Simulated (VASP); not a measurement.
# AlIn3Sb2N2 (I4/mmm) in VASP: single point with PBE

Aim: the single point of AlIn3Sb2N2 with PBE.

Everything below comes from runs of VASP 6.6.1. Logs are shortened: lines on timing, memory, paths and dates and some standing lists are left out, and cuts for length are marked.

### Step 1. The cell of the first run

The structure is tetragonal, space group I4/mmm (No. 139). Conventional cell: a = 5.823 Å, b = 5.823 Å, c = 10.326 Å, α = 90.00°, β = 90.00°, γ = 90.00°. Al (site symmetry 4/mmm) has 2 In at 2.50 Å and 4 N at 2.91 Å within 3.3 Å. Within 3.3 Å of In (site symmetry 4mm) lie 1 Al at 2.50 Å and 1 In at 2.66 Å and 4 Sb at 2.91 Å. In (site symmetry 4/mmm) has 2 In at 2.66 Å and 4 N at 2.91 Å within 3.5 Å. Sb (site symmetry -4m2) has 2 N at 2.58 Å and 4 In at 2.91 Å within 3.4 Å. Within 3.4 Å of N (site symmetry mmm) lie 2 Sb at 2.58 Å and 2 Al at 2.91 Å and 2 In at 2.91 Å.

### Step 2. Single point, PBE

Contents of INCAR:

```
SYSTEM = AlIn3Sb2N2
PREC     = Accurate       ! precision mode
ENCUT    = 520            ! plane-wave cutoff, eV
EDIFF    = 1E-6           ! SCF threshold, eV
ISMEAR   = 0              ! smearing method
SIGMA    = 0.15           ! smearing width, eV
LREAL    = .FALSE.        ! projectors in reciprocal space
LASPH    = .TRUE.         ! aspherical terms in the spheres
NELM     = 60             ! most SCF steps
ALGO     = Normal         ! electronic algorithm
ISIF     = 2              ! what is computed and relaxed
LWAVE    = .FALSE.        ! write WAVECAR
LCHARG   = .TRUE.         ! write CHGCAR
GGA      = PE             ! functional
LELF     = .TRUE.         ! ELF
LVHAR    = .TRUE.       
NBANDS   = 41             ! bands
```

Contents of KPOINTS:

```
Automatic mesh
0
G
  3 3 3
  0 0 0
```

Contents of POSCAR:

```
AlIn3Sb2N2
1.0
   -2.9116124872      2.9116124872      5.1628581367
    2.9116124872     -2.9116124872      5.1628581367
    2.9116124872      2.9116124872     -5.1628581367
Al In Sb N
1 3 2 2
Direct
    0.0000000000      0.0000000000      0.0000000000
    0.7574163234      0.7574163234      0.0000000000
    0.2425836766      0.2425836766      0.0000000000
    0.5000000000      0.5000000000      0.0000000000
    0.7500000000      0.2500000000      0.5000000000
    0.2500000000      0.7500000000      0.5000000000
    0.5000000000      0.0000000000      0.5000000000
    0.0000000000      0.5000000000      0.5000000000
```

Potentials or basis: VASP PAW PBE potentials, release 64 (Al, In_d, Sb, N).

Launch:

```sh
cat potpaw_PBE.64/Al/POTCAR potpaw_PBE.64/In_d/POTCAR potpaw_PBE.64/Sb/POTCAR potpaw_PBE.64/N/POTCAR > POTCAR
mpirun -np 1 vasp_std > vasp.out
```

OUTCAR:

```text
SYSTEM = AlIn3Sb2N2
   PREC = Accurate
   ENCUT = 520
   EDIFF = 1E-6
   ISMEAR = 0
   LREAL = .FALSE.
   LASPH = .TRUE.
   NELM = 60
   ISIF = 2
   GGA = PE

 ion  position               nearest neighbor table
   1  0.000  0.000  0.000-   2 2.50   3 2.50
   2  0.757  0.757  0.000-   1 2.50   4 2.66   5 2.91   6 2.91   5 2.91   6 2.91
   3  0.243  0.243  0.000-   1 2.50   4 2.66   5 2.91   6 2.91   5 2.91   6 2.91
   4  0.500  0.500  0.000-   2 2.66   3 2.66   6 3.89   5 3.89   5 3.89   6 3.89   5 3.89   6 3.89
                             6 3.89   5 3.89
   5  0.750  0.250  0.500-   7 2.58   8 2.58   2 2.91   3 2.91   2 2.91   3 2.91   4 3.89   4 3.89
                             4 3.89   4 3.89
   6  0.250  0.750  0.500-   7 2.58   8 2.58   2 2.91   3 2.91   2 2.91   3 2.91   4 3.89   4 3.89
                             4 3.89   4 3.89
   7  0.500  0.000  0.500-   5 2.58   6 2.58
   8  0.000  0.500  0.500-   5 2.58   6 2.58

  LATTYP: Found a body centered tetragonal cell.
 ALAT       =     5.8232249744
 C/A-ratio  =     1.7731954920

  Lattice vectors:

 A1 = (  -2.9116124872,   2.9116124872,   5.1628581367)
 A2 = (   2.9116124872,  -2.9116124872,   5.1628581367)
 A3 = (   2.9116124872,   2.9116124872,  -5.1628581367)

Analysis of symmetry for initial positions (statically):
=====================================================================
 Subroutine PRICEL returns:
 Original cell was already a primitive cell.

 Routine SETGRP: Setting up the symmetry group for a
 body centered tetragonal supercell.

 Subroutine GETGRP returns: Found 16 space group operations
 (whereof 16 operations were pure point group operations)
 out of a pool of 16 trial point group operations.

The static configuration has the point symmetry D_4h.

Analysis of symmetry for dynamics (positions and initial velocities):
=====================================================================
 Subroutine PRICEL returns:
 Original cell was already a primitive cell.

 Routine SETGRP: Setting up the symmetry group for a
 body centered tetragonal supercell.

 Subroutine GETGRP returns: Found 16 space group operations
 (whereof 16 operations were pure point group operations)
 out of a pool of 16 trial point group operations.

The dynamic configuration has the point symmetry D_4h.

 Subroutine INISYM returns: Found 16 space group operations
 (whereof 16 operations are pure point group operations),
 and found     1 'primitive' translations

----------------------------------------------------------------------------------------

                                     Primitive cell

  volume of cell :     175.0723

  direct lattice vectors                    reciprocal lattice vectors
    -2.911612487  2.911612487  5.162858137     0.000000000  0.171726149  0.096845582
     2.911612487 -2.911612487  5.162858137     0.171726149  0.000000000  0.096845582
     2.911612487  2.911612487 -5.162858137     0.171726149  0.171726149  0.000000000

  length of vectors
     6.603792750  6.603792750  6.603792750     0.197152066  0.197152066  0.242857449

  position of ions in fractional coordinates (direct lattice)
     0.000000000  0.000000000  0.000000000
     0.757416323  0.757416323  0.000000000
     0.242583677  0.242583677  0.000000000
     0.500000000  0.500000000  0.000000000
     0.750000000  0.250000000  0.500000000
     0.250000000  0.750000000  0.500000000
     0.500000000  0.000000000  0.500000000
     0.000000000  0.500000000  0.500000000

  ion indices of the primitive-cell ions
   primitive index   ion index
                 1           1
                 2           2
                 3           3
                 4           4
                 5           5
                 6           6
                 7           7
                 8           8

----------------------------------------------------------------------------------------

 KPOINTS: Automatic mesh

Automatic generation of k-mesh.
 Grid dimensions read from file:
 generate k-points for:    3    3    3

 Generating k-lattice:

  Cartesian coordinates                     Fractional coordinates (reciprocal lattice)
     0.000000000  0.057242050  0.032281861     0.333333333  0.000000000  0.000000000
     0.057242050  0.000000000  0.032281861     0.000000000  0.333333333  0.000000000
     0.057242050  0.057242050  0.000000000     0.000000000  0.000000000  0.333333333

  Length of vectors
     0.065717355  0.065717355  0.080952483

  Shift w.r.t. Gamma in fractional coordinates (k-lattice)
     0.000000000  0.000000000  0.000000000

 Subroutine IBZKPT returns following result:
 ===========================================

 Found      6 irreducible k-points:

 Following reciprocal coordinates:
            Coordinates               Weight
  0.000000  0.000000  0.000000      1.000000
  0.333333  0.000000 -0.000000      8.000000
  0.333333  0.333333 -0.000000      8.000000
 -0.333333  0.333333  0.000000      4.000000
 -0.333333  0.333333  0.333333      4.000000
 -0.333333 -0.333333  0.333333      2.000000
   k-points           NKPTS =      6   k-points in BZ     NKDIM =      6   number of bands    NBANDS=     41
   number of dos      NEDOS =    301   number of ions     NIONS =      8
   total plane-waves  NPLWV = 125000
   dimension x,y,z NGX =    50 NGY =   50 NGZ =   50
   dimension x,y,z NGXF=   100 NGYF=  100 NGZF=  100
   ions per type =               1   3   2   2
   NGX,Y,Z   is equivalent  to a cutoff of  12.59, 12.59, 12.59 a.u.
   NGXF,Y,Z  is equivalent  to a cutoff of  25.17, 25.17, 25.17 a.u.
 SYSTEM =  AlIn3Sb2N2
   PREC   = accura    normal or accurate (medium, high low for compatibility)
   ISTART =      0    job   : 0-new  1-cont  2-samecut
   ICHARG =      2    charge: 1-file 2-atom 10-const
   ISPIN  =      1    spin polarized calculation?
   LNONCOLLINEAR =      F non collinear calculations
   LSORBIT =      F    spin-orbit coupling
   LASPH  =      T    aspherical Exc in radial PAW
   ENCUT  =  520.0 eV  38.22 Ry    6.18 a.u.  12.28 12.28 12.28*2*pi/ulx,y,z
   NELM   =     60;   NELMIN=  2; NELMDL= -5     # of ELM steps
   EDIFF  = 0.1E-05   stopping-criterion for ELM
   LREAL  =      F    real-space projection
[... 7 lines left out ...]
   TEBEG  =    0.0;   TEEND  =   0.0 temperature during run
   PSTRESS=    0.0 pullay stress
   NELECT =      62.0000    total number of electrons
   NUPDOWN=      -1.0000    fix difference up-down
   EMIN   =  10.00;   EMAX   =-10.00  energy-range for DOS
   EFERMI =   0.00;   METHOD = LEGACY
   ISMEAR =     0;   SIGMA  =   0.15  broadening in eV -4-tet -1-fermi 0-gaus
   EFERMI_NEDOS =   21; number of points for ismear=-14 and -15
   IALGO  =     38    algorithm
   IMIX   =      4    mixing-type and parameters
     AMIX     =   0.40;   BMIX     =  1.00
     AMIX_MAG =   1.60;   BMIX_MAG =  1.00
  volume/ion in A,a.u.               =      21.88       147.68
  Fermi-wavevector in a.u.,A,eV,Ry     =   1.158243  2.188762 18.252575  1.341526
  Thomas-Fermi vector in A             =   2.294847
   LORBIT       =      0    0 simple, 1 ext, 2 COOP (PROOUT), +10 PAW based schemes
   GGA     = PE    functional components
   LHFCALC =     F    Hartree Fock is set to
   AEXX    =    0.0000 exact exchange contribution
   IVDW    =     0    specifies the selected vdW correction
   LEPSILON=     F    determine dielectric tensor
   LRPA    =     F    only Hartree local field effects (RPA)
 non-spin polarized calculation
 Gauss-broadening in eV      SIGMA  =   0.15
  energy-cutoff  :      520.00
  volume of cell :      175.07
 maximum number of plane-waves:      4717
 NGX is ok and might be reduce to    50
   NGX = 25   NGY = 25   NGZ = 25

 number of electron      62.0000008 magnetization

 Free energy of the ion-electron system (eV)
  ---------------------------------------------------
  ext. energy  EPLUGINS =         0.00000000
  ---------------------------------------------------
  free energy    TOTEN  =       -28.62921240 eV

  energy without entropy =      -28.53112199  energy(sigma->0) =      -28.58016720

 E-fermi :   6.2118     XC(G=0):  -9.9948

 val. band max:        6.1772439246   @ k =   0.0000   0.0000   0.0000
 cond. band min:       6.2432284534   @ k =   0.3333   0.3333  -0.0000
 fundamental gap:      0.0659845288
 Fermi energy:         6.2117638355

 k-point     1 :       0.0000    0.0000    0.0000
  band No.  band energies     occupation
      1      -8.7719      2.00000
      2      -8.4093      2.00000
      3      -8.3209      2.00000
      4      -8.2851      2.00000
      5      -8.2851      2.00000
      6      -8.2193      2.00000
[... 33 lines left out ...]
     40      11.7687      0.00000
     41      11.7687      0.00000

 k-point     2 :       0.3333    0.0000   -0.0000
  band No.  band energies     occupation
      1      -8.7516      2.00000
      2      -8.3645      2.00000
      3      -8.3517      2.00000
      4      -8.2972      2.00000
      5      -8.2936      2.00000
      6      -8.2581      2.00000
[... 33 lines left out ...]
     40      10.9133      0.00000
     41      10.9502      0.00000

 k-point     3 :       0.3333    0.3333   -0.0000
  band No.  band energies     occupation
      1      -8.7440      2.00000
      2      -8.3723      2.00000
      3      -8.3237      2.00000
      4      -8.3069      2.00000
      5      -8.2963      2.00000
      6      -8.2666      2.00000
[... 33 lines left out ...]
     40      10.4526      0.00000
     41      10.8630      0.00000

 k-point     4 :      -0.3333    0.3333    0.0000
  band No.  band energies     occupation
      1      -8.7567      2.00000
      2      -8.3453      2.00000
      3      -8.3170      2.00000
      4      -8.3058      2.00000
      5      -8.2839      2.00000
      6      -8.2689      2.00000
[... 33 lines left out ...]
     40      10.7456      0.00000
     41      11.3791      0.00000

 k-point     5 :      -0.3333    0.3333    0.3333
  band No.  band energies     occupation
      1      -8.7489      2.00000
      2      -8.3781      2.00000
      3      -8.3711      2.00000
      4      -8.3026      2.00000
      5      -8.2997      2.00000
      6      -8.2537      2.00000
[... 33 lines left out ...]
     40      11.0423      0.00000
     41      11.3569      0.00000

 k-point     6 :      -0.3333   -0.3333    0.3333
  band No.  band energies     occupation
      1      -8.7445      2.00000
      2      -8.4307      2.00000
      3      -8.3944      2.00000
      4      -8.3008      2.00000
      5      -8.3008      2.00000
      6      -8.2176      2.00000
[... 33 lines left out ...]
     40      11.3544      0.00000
     41      11.7415      0.00000

------------------------ aborting loop because EDIFF is reached ----------------------------------------

  FORCE on cell =-STRESS in cart. coord.  units (eV):
  Direction    XX          YY          ZZ          XY          YZ          ZX
  --------------------------------------------------------------------------------------
  -------------------------------------------------------------------------------------
  Total       -0.2405006     -0.2405006      0.4435622      0.0000000      0.0000000      0.0000000
  in kB       -2.2009463     -2.2009463      4.0592686      0.0000000      0.0000000      0.0000000
  external PRESSURE =      -0.1142080 kB  Pullay stress =       0.0000000 kB

 VOLUME and BASIS-vectors are now :
 -----------------------------------------------------------------------------
  energy-cutoff  :      520.00
  volume of cell :      175.07
      direct lattice vectors                 reciprocal lattice vectors
    -2.911612487  2.911612487  5.162858137     0.000000000  0.171726149  0.096845582
     2.911612487 -2.911612487  5.162858137     0.171726149  0.000000000  0.096845582
     2.911612487  2.911612487 -5.162858137     0.171726149  0.171726149  0.000000000

 POSITION                                       TOTAL-FORCE (eV/Angst)
 -----------------------------------------------------------------------------------
      0.00000      0.00000      0.00000        -0.000000     -0.000000      0.000000
      0.00000      0.00000      7.82087         0.000000      0.000000     -0.000101
      0.00000      0.00000      2.50485        -0.000000     -0.000000      0.000101
      0.00000      0.00000      5.16286        -0.000000     -0.000000     -0.000000
     -0.00000      2.91161      2.58143        -0.000000     -0.000000     -0.000000
      2.91161     -0.00000      2.58143        -0.000000     -0.000000     -0.000000
      0.00000      2.91161      0.00000        -0.000000     -0.000000      0.000000
      2.91161      0.00000      0.00000        -0.000000     -0.000000     -0.000000
 -----------------------------------------------------------------------------------
    total drift:                               -0.000000     -0.000000      0.000000

  FREE ENERGIE OF THE ION-ELECTRON SYSTEM (eV)
  ---------------------------------------------------
  free  energy   TOTEN  =       -28.6292124012 eV

  energy  without entropy=      -28.5311219900  energy(sigma->0) =      -28.58016720
```

Wall time 38 s (1 thread of Intel Xeon 6975P-C (Granite Rapids), shared host); peak memory 0.36 GiB.

What came out:

```yaml
Free_energy: -28.6292 eV
Pressure: 0.0 GPa
Band_gap_on_the_k_mesh: zero (band 31 reaches 6.34 eV, above the bottom of band 32 at 5.72 eV)
```

Caveat: the k points lie up to 0.51 Å⁻¹ apart; spin-orbit coupling is left out, which moves the levels of the heavy elements.
